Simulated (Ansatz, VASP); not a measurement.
# Mg: VASP beside Ansatz

The input INCAR:

```
  ALGO = Normal
  EDIFF = 1E-8
  ENCUT = 520
  GGA = PE
  ISIF = 2
  ISMEAR = -1
  LASPH = T
  LCHARG = F
  LEFG = T
  LREAL = F
  LWAVE = F
  NBANDS = 7
  NELM = 80
  PREC = Accurate
  SIGMA = 0.03
```

File KPOINTS:

```
k-points
0
Gamma
  19 19 19
```

File POSCAR:

```
Mg
1.0
   -1.4862784307      1.4862784307      1.4862784307
    1.4862784307     -1.4862784307      1.4862784307
    1.4862784307      1.4862784307     -1.4862784307
Mg
1
Direct
    0.0000000000      0.0000000000      0.0000000000
```

Input for Ansatz:

```yaml
crystal:
  lattice:
    - [-1.4862784307, 1.4862784307, 1.4862784307]
    - [1.4862784307, -1.4862784307, 1.4862784307]
    - [1.4862784307, 1.4862784307, -1.4862784307]
  atoms:
    - { symbol: Mg, position: [0.0, 0.0, 0.0] }
kpoints:
  mp_grid: { grid: [19, 19, 19] }
scf:
  occupations: { method: fermi_dirac, width: 0.03 }
hamiltonian:
  xc: pbe
  pseudopotentials: { kind: paw }
output:
  forces: true
  stress: true
  eigenvalues: true
  efg: { contact_densities: true }
  write_density: true
  write_potential: true
  elf: true
  volumetric_format: npy
```

Change from the starting cell: volume scaled by 1.02, PAW files.

Alike in both runs: task electric field gradients; functional PBE; k mesh 19 × 19 × 19; occupations fermi-dirac, width 0.03 eV; no spin polarisation.

|  | VASP | Ansatz |
| --- | --- | --- |
| version | VASP 6.6.1 | Ansatz 0.2.0 |
| potentials or method | VASP PAW PBE potentials, release 64 (Mg) | PAW with Ansatz's default frozen-core files, scalar-relativistic |
| plane-wave cutoff (eV) | 520 | 420 |
| valence electrons in the cell | 2 | 10 |

|  | VASP | Ansatz | Ansatz less VASP |
| --- | --- | --- | --- |
| pressure (GPa) | 59.0 | 58.2 | -0.74 |

Both programs put the cell under a high pressure, so it lies far from rest at this level. VASP's potentials hold 2 valence electrons a cell and Ansatz's 10, so a difference there can come from the potentials and not from the codes.
